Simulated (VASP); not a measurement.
# Al (I4/mmm) in VASP: notebook, part 2 of 2

VASP 6.6.1.

**5. Single point, r2SCAN (strain -0.015 along x and y, +0.015 along z)**

Input file POSCAR:

```
Al
1.0
   -1.5673504096      1.5673504096      1.6150869704
    1.5673504096     -1.5673504096      1.6150869704
    1.5673504096      1.5673504096     -1.6150869704
Al
1
Direct
    0.0000000000      0.0000000000      0.0000000000
```

Input file INCAR.step1:

```
SYSTEM = Al
ALGO = Normal ; EDIFF = 1E-4
ENCUT = 520 ; GGA = PE
ISMEAR = 0 ; LASPH = .TRUE.
LCHARG = .FALSE. ; LREAL = .FALSE.
LWAVE = .TRUE. ; NBANDS = 8
NELM = 100 ; PREC = Accurate
SIGMA = 0.15
```

Input file INCAR.step2:

```
SYSTEM = Al
ALGO = Normal ; EDIFF = 1E-6
ENCUT = 520 ; ISIF = 2
ISMEAR = 0 ; ISTART = 1
LASPH = .TRUE. ; LCHARG = .FALSE.
LMIXTAU = .TRUE. ; LREAL = .FALSE.
LWAVE = .FALSE. ; METAGGA = R2SCAN
NBANDS = 8 ; NELM = 100
PREC = Accurate ; SIGMA = 0.15
```

Input file KPOINTS:

```
k-points
0
G
  20 20 20
  0 0 0
```

Potentials or basis: VASP PAW PBE potentials, release 64 (Al).

Run with:

```sh
> cat potpaw_PBE.64/Al/POTCAR > POTCAR
> cp INCAR.step1 INCAR
> mpirun -np 1 vasp_std > vasp.out
> cp INCAR.step2 INCAR
> mpirun -np 1 vasp_std > vasp.out
```

OUTCAR:

```text
SYSTEM = Al
   EDIFF = 1E-6
   ENCUT = 520
   ISIF = 2
   ISMEAR = 0
   ISTART = 1
   LASPH = .TRUE.
   LREAL = .FALSE.
   METAGGA = R2SCAN
   NELM = 100
   PREC = Accurate

 ion  position               nearest neighbor table
   1  0.000  0.000  0.000-

  LATTYP: Found a body centered tetragonal cell.
 ALAT       =     3.1347008192
 C/A-ratio  =     1.0304568529

  Lattice vectors:

 A1 = (  -1.5673504096,   1.5673504096,   1.6150869704)
 A2 = (   1.5673504096,  -1.5673504096,   1.6150869704)
 A3 = (   1.5673504096,   1.5673504096,  -1.6150869704)

Analysis of symmetry for initial positions (statically):
=====================================================================
 Subroutine PRICEL returns:
 Original cell was already a primitive cell.

 Routine SETGRP: Setting up the symmetry group for a
 body centered tetragonal supercell.

 Subroutine GETGRP returns: Found 16 space group operations
 (whereof 16 operations were pure point group operations)
 out of a pool of 16 trial point group operations.

The static configuration has the point symmetry D_4h.

Analysis of symmetry for dynamics (positions and initial velocities):
=====================================================================
 Subroutine PRICEL returns:
 Original cell was already a primitive cell.

 Routine SETGRP: Setting up the symmetry group for a
 body centered tetragonal supercell.

 Subroutine GETGRP returns: Found 16 space group operations
 (whereof 16 operations were pure point group operations)
 out of a pool of 16 trial point group operations.

The dynamic configuration has the point symmetry D_4h.

 Subroutine INISYM returns: Found 16 space group operations
 (whereof 16 operations are pure point group operations),
 and found     1 'primitive' translations

----------------------------------------------------------------------------------------

                                     Primitive cell

  volume of cell :      15.8704

[... 102 lines left out ...]
   EFERMI_NEDOS =   21; number of points for ismear=-14 and -15
   IALGO  =     38    algorithm
   IMIX   =      4    mixing-type and parameters
     AMIX     =   0.40;   BMIX     =  1.00
     AMIX_MAG =   1.60;   BMIX_MAG =  1.00
  volume/ion in A,a.u.               =      15.87       107.10
  Fermi-wavevector in a.u.,A,eV,Ry     =   0.939549  1.775489 12.010562  0.882751
  Thomas-Fermi vector in A             =   2.066872
   LORBIT       =      0    0 simple, 1 ext, 2 COOP (PROOUT), +10 PAW based schemes
   METAGGA = R2SCAN    functional components
   LHFCALC =     F    Hartree Fock is set to
   AEXX    =    0.0000 exact exchange contribution
   IVDW    =     0    specifies the selected vdW correction
   LEPSILON=     F    determine dielectric tensor
   LRPA    =     F    only Hartree local field effects (RPA)
 non-spin polarized calculation
 Gauss-broadening in eV      SIGMA  =   0.15
  energy-cutoff  :      520.00
  volume of cell :       15.87
 maximum number of plane-waves:       441
   NGX = 11   NGY = 11   NGZ = 11

 number of electron       3.0000000 magnetization

 Free energy of the ion-electron system (eV)
  ---------------------------------------------------
  ext. energy  EPLUGINS =         0.00000000
  ---------------------------------------------------
  free energy    TOTEN  =        -6.62648825 eV

  energy without entropy =       -6.62170391  energy(sigma->0) =       -6.62409608

 E-fermi :   8.4496     XC(G=0): -11.0658

 val. band max:        8.4461851343   @ k =  -0.3000   0.5000   0.1000
 cond. band min:       8.4550789145   @ k =  -0.4500   0.1500   0.0000
 fundamental gap:      0.0088937802
 Fermi energy:         8.4495654778

 k-point     1 :       0.0000    0.0000    0.0000
  band No.  band energies     occupation
      1      -3.6942      2.00000
      2      22.4837      0.00000
      3      22.4838      0.00000
      4      23.2418      0.00000
      5      24.7546      0.00000
      6      25.0416      0.00000
      7      25.0416      0.00000
      8      25.5522      0.00000
[... 243 lines left out ...]
 k-point    24 :      -0.3500    0.0500    0.0000
  band No.  band energies     occupation
      1      -0.3740      2.00000
      2       9.9529      0.00000
      3      17.2785      0.00000
      4      18.4363      0.00000
      5      21.0750      0.00000
      6      22.5197      0.00000
      7      27.1520      0.00000
      8      30.1651      0.00000

 [... further k-points ...]
[... 5 lines left out ...]
  --------------------------------------------------------------------------------------
  -------------------------------------------------------------------------------------
  Total        0.0867994      0.0867994      0.2532006      0.0000000      0.0000000      0.0000000
  in kB        8.7627272      8.7627272     25.5615494      0.0000000      0.0000000      0.0000000
  external PRESSURE =      14.3623346 kB  Pullay stress =       0.0000000 kB

 VOLUME and BASIS-vectors are now :
 -----------------------------------------------------------------------------
  energy-cutoff  :      520.00
  volume of cell :       15.87
      direct lattice vectors                 reciprocal lattice vectors
    -1.567350410  1.567350410  1.615086970     0.000000000  0.319009710  0.309580852
     1.567350410 -1.567350410  1.615086970     0.319009710  0.000000000  0.309580852
     1.567350410  1.567350410 -1.615086970     0.319009710  0.319009710  0.000000000

 POSITION                                       TOTAL-FORCE (eV/Angst)
 -----------------------------------------------------------------------------------
      0.00000      0.00000      0.00000        -0.000000      0.000000      0.000000
 -----------------------------------------------------------------------------------
    total drift:                                0.000000      0.000000     -0.000000

  FREE ENERGIE OF THE ION-ELECTRON SYSTEM (eV)
  ---------------------------------------------------
  free  energy   TOTEN  =        -6.6264882501 eV

  energy  without entropy=       -6.6217039132  energy(sigma->0) =       -6.62409608
```

OSZICAR.step1:

```text
N       E                     dE             d eps       ncg     rms          rms(c)
DAV:   1    -0.227682914808E+01   -0.22768E+01   -0.85200E+02 10288   0.203E+02
DAV:   2    -0.365668170696E+01   -0.13799E+01   -0.13208E+01 14496   0.187E+01
DAV:   3    -0.366314908592E+01   -0.64674E-02   -0.64633E-02 12480   0.141E+00
DAV:   4    -0.366316673827E+01   -0.17652E-04   -0.17652E-04 15176   0.669E-02
DAV:   5    -0.366316679266E+01   -0.54391E-07   -0.54534E-07 12736   0.240E-03    0.132E+00
DAV:   6    -0.364810869469E+01    0.15058E-01   -0.18354E-03 11304   0.194E-01    0.759E-01
DAV:   7    -0.363763338173E+01    0.10475E-01   -0.54974E-03 11360   0.314E-01    0.147E-01
DAV:   8    -0.363762741625E+01    0.59655E-05   -0.20137E-05 13272   0.309E-02
   1 F= -.36376274E+01 E0= -.36350663E+01  d E =-.512231E-02
```

Run time: 2.6 min. Hardware: 1 thread of Intel Xeon Platinum 8259CL at 2.50GHz (Skylake/Cascade Lake), shared host; peak memory 0.18 GiB.

What came out:

- Free energy: -6.6265 eV
- Pressure: 1.4 GPa

Stress tensor (GPa, compression positive):
```
0.88 0.00 0.00
0.00 0.88 0.00
0.00 0.00 2.56
```

Caveat: the cell differs from its parent crystal (strain -0.015 along x and y, +0.015 along z); the PAW data sets were made with another functional, which shifts forces and pressure a little.

**6. Single point, r2SCAN (strain -0.015 along x and y, +0.030 along z)**

Input file POSCAR:

```
Al
1.0
   -1.5673504096      1.5673504096      1.6389552507
    1.5673504096     -1.5673504096      1.6389552507
    1.5673504096      1.5673504096     -1.6389552507
Al
1
Direct
    0.0000000000      0.0000000000      0.0000000000
```

Input file INCAR.step1:

```
  ALGO = Normal
  EDIFF = 1E-4
  ENCUT = 520
  GGA = PE
  ISMEAR = 0
  LASPH = True
  LCHARG = False
  LREAL = False
  LWAVE = True
  NBANDS = 8
  NELM = 80
  PREC = Accurate
  SIGMA = 0.15
```

Input file INCAR.step2:

```
  ALGO = Normal
  EDIFF = 1E-7
  ENCUT = 520
  ISIF = 2
  ISMEAR = 0
  ISTART = 1
  LASPH = True
  LCHARG = True
  LELF = True
  LMIXTAU = True
  LREAL = False
  LVHAR = True
  LWAVE = False
  METAGGA = R2SCAN
  NBANDS = 8
  NELM = 80
  PREC = Accurate
  SIGMA = 0.15
```

Input file KPOINTS:

```
k-points
0
Gamma
  20 20 20
```

Potentials or basis: VASP PAW PBE potentials, release 64 (Al).

Run with:

```sh
> cat potpaw_PBE.64/Al/POTCAR > POTCAR
> cp INCAR.step1 INCAR
> mpirun -np 1 vasp_std > vasp.out
> cp INCAR.step2 INCAR
> mpirun -np 1 vasp_std > vasp.out
```

Wall time 3 min (1 thread of Intel Xeon Platinum 8259CL at 2.50GHz (Skylake/Cascade Lake), shared host); peak memory 0.19 GiB.

It converged, with:

* Free energy: -6.6294 eV
* Pressure: 0.1 GPa

Stress tensor (GPa, compression positive):
```
-0.61  0.00  0.00
 0.00 -0.61  0.00
 0.00  0.00  1.61
```

Levels at points of the mesh, in eV from the Fermi level:
| k point | band 1 | band 2 | band 3 | band 4 | band 5 | band 6 |
| --- | --- | --- | --- | --- | --- | --- |
| (0.00, 0.00, 0.00) | -12.03 | 13.84 | 13.84 | 14.95 | 15.98 | 16.36 |
| (0.50, 0.00, 0.00) | -4.89 | -4.17 | 9.09 | 9.35 | 11.21 | 12.63 |
| (0.50, 0.50, 0.00) | -4.64 | -3.74 | 8.09 | 8.43 | 10.05 | 12.16 |
| (0.50, 0.50, 0.50) | 1.17 | 2.51 | 2.51 | 2.55 | 3.21 | 6.91 |

Caveat: the cell differs from its parent crystal (strain -0.015 along x and y, +0.030 along z); the PAW data sets were made with another functional, which shifts forces and pressure a little.

**7. Summary**

```csv
cell,gap on the mesh (eV),pressure (GPa)
"a = 2.729 Å, angles 108.7, 108.7, 111.1°, 1 atom",none,2.9
"a = 2.729 Å, angles 109.9, 109.9, 108.7°, 1 atom",none,2.8
"a = 2.742 Å, angles 109.1, 109.1, 110.3°, 1 atom",none,1.5
"a = 2.743 Å, angles 110.3, 110.3, 107.8°, 1 atom",none,1.4
"a = 2.757 Å, angles 110.7, 110.7, 107.0°, 1 atom",none,0.1
```

Alike in all rows: task single point; level r2SCAN; potentials or basis VASP PAW PBE potentials, release 64 (Al); no spin polarisation; k mesh 20 × 20 × 20; cutoff (eV) 520; smearing gaussian 0.15 eV.

Caveats: the PAW data sets were made with another functional, which shifts forces and pressure a little.

Absolute energies hang on the potentials; compare differences alone.
